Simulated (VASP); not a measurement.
Set up this calculation in VASP 6.6.1, as the native input.

```
Task                   : single point
Functional             : PBE
Potentials or basis    : VASP PAW PBE potentials, release 64 (Ba_sv, Os_sv_GW)
Cutoff                 : 500 eV
k mesh                 : 8 × 8 × 8, shifted
Occupations            : gaussian, width 0.05 eV
Spin                   : no spin polarisation
Dipole correction      : no
Second run             : valence_matched
Further INCAR settings : ALGO = Normal; EDIFF = 1e-06; NBANDS = 37
```

The structure of BaOs3 lies in POSCAR:

```
BaOs3
1.0
    4.1850759742      0.0000000000      0.0000000000
    0.0000000000      4.1850759742      0.0000000000
    0.0000000000      0.0000000000      4.1850759742
Ba Os
1 3
Direct
    0.0000000000      0.0000000000      0.0000000000
    0.0000000000      0.5000000000      0.5000000000
    0.5000000000      0.5000000000      0.0000000000
    0.5000000000      0.0000000000      0.5000000000
```

These files were run (other wordings do the same):

INCAR

```
SYSTEM = BaOs3
  PREC = Accurate
  ENCUT = 500
  EDIFF = 1E-6
  ISMEAR = 0
  SIGMA = 0.05
  LREAL = .FALSE.
  LASPH = .TRUE.
  NELM = 120
  ALGO = Normal
  ISIF = 2
  LWAVE = .FALSE.
  LCHARG = .TRUE.
  GGA = PE
  LELF = .TRUE.
  LVHAR = .TRUE.
  NBANDS = 37
  GGA_COMPAT = .FALSE.
```

KPOINTS

```
Automatic mesh
0
Gamma
  8 8 8
  0.5 0.5 0.5
```

Potentials or basis: VASP PAW PBE potentials, release 64 (Ba_sv, Os_sv_GW).

The run is started by

```sh
$ cat potpaw_PBE.64/Ba_sv/POTCAR potpaw_PBE.64/Os_sv_GW/POTCAR > POTCAR
$ mpirun -np 1 vasp_std > vasp.out
```

It gave:

| Item | Value |
| --- | --- |
| Pressure | 2.7 GPa |
| Band gap on the k mesh | zero (band 29 reaches 10.24 eV, above the bottom of band 30 at 8.33 eV) |

Caveat: spin-orbit coupling is left out, which moves the levels of the heavy elements.

Wall time 28 s on 1 thread of Intel(R) Xeon(R) Platinum 8488C (Sapphire Rapids), with other jobs on the host, peak memory 0.19 GiB.
